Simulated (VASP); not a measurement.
## HPb4: single point with PBE

The system is HPb4.

```
CELL_PARAMETERS angstrom
5.12443 0.00000 0.00000
0.00000 5.12443 0.00000
0.00000 0.00000 5.12443
ATOMIC_POSITIONS crystal
H 0.50000 0.50000 0.50000
Pb 0.00000 0.00000 0.00000
Pb 0.50000 0.50000 0.00000
Pb 0.50000 0.00000 0.50000
Pb 0.00000 0.50000 0.50000
```

```yaml
Program: VASP 6.6.1
Task: single point
Functional: PBE
Potentials_or_basis: VASP PAW PBE potentials, release 64 (H, Pb_d)
Cutoff: 520 eV
k_mesh: 4 × 4 × 4
Occupations: gaussian, width 0.1 eV
Spin: no spin polarisation
```

The pressure is -0.5 GPa.

Levels at points of the mesh, in eV from the Fermi level:
| k point | band 26 | band 27 | band 28 | band 29 | band 30 | band 31 |
| --- | --- | --- | --- | --- | --- | --- |
| (0.00, 0.00, 0.00) | -3.35 | -3.35 | -1.47 | 1.33 | 1.33 | 1.33 |
| (0.50, 0.00, 0.00) | -1.75 | -1.75 | -1.56 | -1.56 | -0.04 | 1.12 |
| (0.50, 0.50, 0.00) | -1.48 | -1.47 | -1.47 | -0.26 | 0.06 | 0.06 |
| (0.50, 0.50, 0.50) | -4.10 | -4.10 | -4.10 | 3.07 | 4.51 | 4.51 |

It took 98 s on 1 thread of Intel(R) Xeon(R) Platinum 8259CL CPU @ 2.50GHz (Skylake/Cascade Lake), with other jobs on the host, peak memory 0.25 GiB.

Caveat: spin-orbit coupling is left out, which moves the levels of the heavy elements.
